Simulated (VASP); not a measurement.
A run of VASP 6.6.1:

File INCAR:

```
ALGO = Normal
EDIFF = 1E-6
ENCUT = 520
GGA = PE
ISIF = 2
ISMEAR = 0
ISPIN = 2
LASPH = T
LCHARG = F
LDAU = T
LDAUJ = 0.5 0
LDAUL = 2 -1
LDAUPRINT = 1
LDAUTYPE = 1
LDAUU = 6 0
LMAXMIX = 4
LORBIT = 11
LREAL = F
LWAVE = F
MAGMOM = 5 5 0 0
NBANDS = 31
NELM = 150
PREC = Accurate
SIGMA = 0.05
```

File KPOINTS:

```
k-points
0
Gamma
  7 7 7
```

POSCAR

```
MnO
1.0
    0.0000000000      2.2220003300      2.2220003300
    4.4440006600      2.2220003300      2.2220003300
    4.4440006600      4.4440006600      0.0000000000
Mn O
2 2
Direct
    0.0000000000      0.0000000000      0.0000000000
    0.0000000000      0.0000000000      0.5000000000
    0.5000000000      0.5000000000      0.0000000000
    0.5000000000      0.5000000000      0.5000000000
```

Potentials or basis: VASP PAW PBE potentials, release 64 (Mn_pv, O).

Run with:

```sh
$ cat potpaw_PBE.64/Mn_pv/POTCAR potpaw_PBE.64/O/POTCAR > POTCAR
$ mpirun -np 1 vasp_std > vasp.out
```

Hardware: 1 thread of Intel(R) Xeon(R) 6975P-C (Granite Rapids), with other jobs on the host.

Problem. Estimate the wall time of this run.

Solution. It took 58 s on 1 thread of Intel(R) Xeon(R) 6975P-C (Granite Rapids) (shared host), peak memory 0.28 GiB. Counts: scf iterations 15, k points 40.
